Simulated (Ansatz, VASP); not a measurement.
One calculation of AlN, two programs

Contents of INCAR:

```
PREC = Accurate ; ENCUT = 520
EDIFF = 1E-6 ; ISMEAR = 0
SIGMA = 0.01 ; LREAL = False
LASPH = True ; NELM = 60
ALGO = Normal ; ISIF = 2
LWAVE = False ; LCHARG = False
GGA = PS ; NBANDS = 11
```

The input KPOINTS:

```
regular mesh
0
Gamma
  6 6 6
```

Contents of POSCAR:

```
AlN
1.0
    0.0000000000      2.1839940000      2.1839940000
    2.1839940000      0.0000000000      2.1839940000
    2.1839940000      2.1839940000      0.0000000000
Al N
1 1
Direct
    0.0000000000      0.0000000000      0.0000000000
    0.7385530821      0.7614469179      0.7614469179
```

Input for Ansatz:

```yaml
crystal:
  lattice:
    - [0.0, 2.183994, 2.183994]
    - [2.183994, 0.0, 2.183994]
    - [2.183994, 2.183994, 0.0]
  atoms:
    - { symbol: Al, position: [0.0, 0.0, 0.0] }
    - { symbol: "N", position: [0.7385530821055369, 0.7614469178944631, 0.7614469178944631] }
basis:
  ecutwfc: 450.0
kpoints:
  mp_grid:
    grid: [6, 6, 6]
hamiltonian:
  xc: pbesol
scf:
  occupations:
    method: fixed
output:
  forces: true
```

Alike in both runs: task single point; functional PBEsol; k mesh 6 × 6 × 6; no spin polarisation.

|  | VASP | Ansatz |
| --- | --- | --- |
| version | VASP 6.6.1 | Ansatz 0.2.0 |
| potentials or method | VASP PAW PBE potentials, release 64 (Al, N), cutoff 520 eV | plane waves, PAW |
| occupations | gaussian, width 0.01 eV | fixed |
| valence electrons in the cell | 8 | 8 |

|  | VASP | Ansatz | Ansatz less VASP |
| --- | --- | --- | --- |
| rms of the force components (eV/Å) | 0.423 | 0.419 | -0.0038 |

VASP's potentials were made for PBE, not for PBEsol. Atom by atom the forces differ by 0.004 eV/Å (rms over components).
